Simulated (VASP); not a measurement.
# Al15GaN16 (a cell with a defect) (Ga_Al): single point with PBE

Al15GaN16 (a cell with a defect) (Ga_Al):

```
Al Ga N
1.0
     6.25951    0.00000    0.00000
    -3.12976    5.42090    0.00000
     0.00000    0.00000   10.03481
Al Ga N
15 1 16
Direct
  0.33473 0.16727 0.24857
  0.33493 0.16725 0.75072
  0.16741 0.33480 0.99957
  0.33531 0.66836 0.24843
  0.16765 0.83522 0.49990
  0.33508 0.66883 0.75084
  0.16713 0.83462 0.99978
  0.83362 0.16672 0.24838
  0.66678 0.33435 0.49981
  0.83345 0.16728 0.75084
  0.66762 0.33506 0.99975
  0.83470 0.66737 0.24962
  0.66820 0.83405 0.50012
  0.83451 0.66747 0.74972
  0.66768 0.83442 0.99962
  0.16627 0.33586 0.49937
  0.33592 0.16604 0.43779
  0.16886 0.33311 0.18955
  0.33324 0.16895 0.94019
  0.16892 0.33348 0.69510
  0.33862 0.67807 0.43783
  0.16859 0.83280 0.18909
  0.33322 0.66966 0.94032
  0.16903 0.83321 0.68967
  0.82430 0.16378 0.43779
  0.66921 0.33353 0.18905
  0.83242 0.16878 0.94024
  0.66882 0.33294 0.68958
  0.83338 0.66863 0.43971
  0.66949 0.83255 0.18886
  0.83303 0.66897 0.93926
  0.66906 0.83327 0.68995
```

| Quantity | Value |
| --- | --- |
| Program | VASP 6.6.1 |
| Task | single point |
| Functional | PBE |
| Potentials or basis | VASP PAW PBE potentials, release 64 (Al, Ga_d, N_h) |
| Cutoff | 910 eV |
| k mesh | 1 × 1 × 1, shifted |
| Occupations | gaussian, width 0.01 eV |
| Spin | no spin polarisation |
| Dipole correction | no |
| Second run | hard_potentials |
| Further INCAR settings | LREAL = Auto; ALGO = Normal; EDIFF = 1e-06; NBANDS = 91 |

```
Pressure               : 0.5 GPa
Largest force          : 0.242 eV/Å
Band gap on the k mesh : 5.74 eV
```

Forces on the atoms (eV/Å):
```
Al   0.118 -0.065 -0.011
Al   0.124 -0.076  0.003
Al  -0.108  0.056  0.003
Al   0.107 -0.061  0.009
Al  -0.096  0.057 -0.011
Al   0.116 -0.064  0.009
Al  -0.113  0.063  0.004
Al   0.108 -0.057  0.010
Al  -0.099  0.062 -0.003
Al   0.123 -0.076  0.006
Al  -0.113  0.059  0.007
Al   0.116 -0.065  0.003
Al  -0.117  0.073  0.020
Al   0.116 -0.061  0.002
Al  -0.110  0.062  0.004
Ga  -0.022  0.020  0.021
N    0.211 -0.116  0.022
N   -0.177  0.103 -0.001
N    0.170 -0.103  0.000
N   -0.184  0.100 -0.006
N    0.051 -0.137 -0.031
N   -0.181  0.101 -0.009
N    0.176 -0.095 -0.016
N   -0.174  0.110  0.004
N    0.137  0.001 -0.027
N   -0.175  0.100 -0.002
N    0.173 -0.094 -0.002
N   -0.182  0.103  0.012
N    0.174 -0.097  0.000
N   -0.170  0.098 -0.003
N    0.174 -0.093  0.001
N   -0.173  0.092 -0.015
```

Stress tensor (GPa, compression positive):
```
-0.74 -0.79  0.02
-0.79 -1.64 -0.02
 0.02 -0.02  3.78
```

Levels at points of the mesh, in eV from the valence-band top:
```tsv
k point	band 65	band 66	band 67	band 68	band 69	band 70	band 71	band 72	band 73	band 74
(0.25, 0.25, 0.25)	-0.46	-0.40	-0.35	-0.25	0.00	5.79	6.18	6.42	6.47	6.69
```

It took 8 min on 1 thread of Intel(R) Xeon(R) 6975P-C (Granite Rapids), on a shared host, peak memory 0.92 GiB.

Caveat: the k points lie up to 1.16 Å⁻¹ apart; the cutoff is under 1.25 times the usual one of these potentials, so pressure, stress and relaxed cells hold a basis-set (Pulay) error.
